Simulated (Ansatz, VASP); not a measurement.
CuI: VASP beside Ansatz

```
CELL_PARAMETERS angstrom
0.00000 3.03150 3.03150
3.03150 0.00000 3.03150
3.03150 3.03150 0.00000
ATOMIC_POSITIONS crystal
Cu 0.75000 0.75000 0.75000
I 0.00000 0.00000 0.00000
```

Alike in both runs: task single point; functional PBE; k mesh 4 × 4 × 4; no spin polarisation.

```csv
,VASP,Ansatz
version,VASP 6.6.1,Ansatz 0.2.0
potentials or method,"VASP PAW PBE potentials, release 64 (Cu, I), cutoff 600 eV","plane waves, PAW"
occupations,"gaussian, width 0.01 eV",fixed
valence electrons in the cell,18,36
```

Ansatz gave:

```
gap on the k mesh at the Fermi level (eV) : 1.12
```

Estimate VASP's values.

gap on the k mesh at the Fermi level (eV): 1.14.

VASP's potentials hold 18 valence electrons a cell and Ansatz's 36, so a difference there can come from the potentials and not from the codes.

The k mesh is coarse, so the values compare programs but aren't converged. Neither program's run includes spin-orbit coupling.
